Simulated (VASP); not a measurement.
Ru, 2 atoms in the cell. The structure is hexagonal, space group P6_3/mmc (No. 194). Conventional cell: a = 2.694 Å, b = 2.694 Å, c = 4.256 Å, α = 90.00°, β = 90.00°, γ = 120.00°. Ru (site symmetry -6m2) has 12 Ru at 2.64 to 2.69 Å within 3.5 Å. 

```yaml
Program: VASP 6.6.1
Task: relaxation of cell and atoms
Functional: PBE
Potentials_or_basis: VASP PAW PBE potentials, release 64 (Ru_pv)
Cutoff: 600 eV
k_mesh: 18 × 18 × 10
Occupations: gaussian, width 0.1 eV
Spin: no spin polarisation
Target_pressure: 3 GPa
Dipole_correction: no
Further_INCAR_settings: ALGO = Fast; EDIFF = 1e-07; IBRION = 2; EDIFFG = -0.008; NSW = 70; ISIF = 3
```

Potentials or basis: VASP PAW PBE potentials, release 64 (Ru_pv).

The run is started by

```sh
$ cat potpaw_PBE.64/Ru_pv/POTCAR > POTCAR
$ mpirun -np 1 vasp_std > vasp.out
```

Hardware: 1 thread of Intel(R) Xeon(R) 6975P-C (Granite Rapids), on a shared host.

Problem. Estimate the wall time of this run.

Solution. Run time: 2.2 min on 1 thread of Intel(R) Xeon(R) 6975P-C (Granite Rapids) (shared host), peak memory 0.24 GiB. Counts: scf iterations 45, k points 222, ion steps 4.
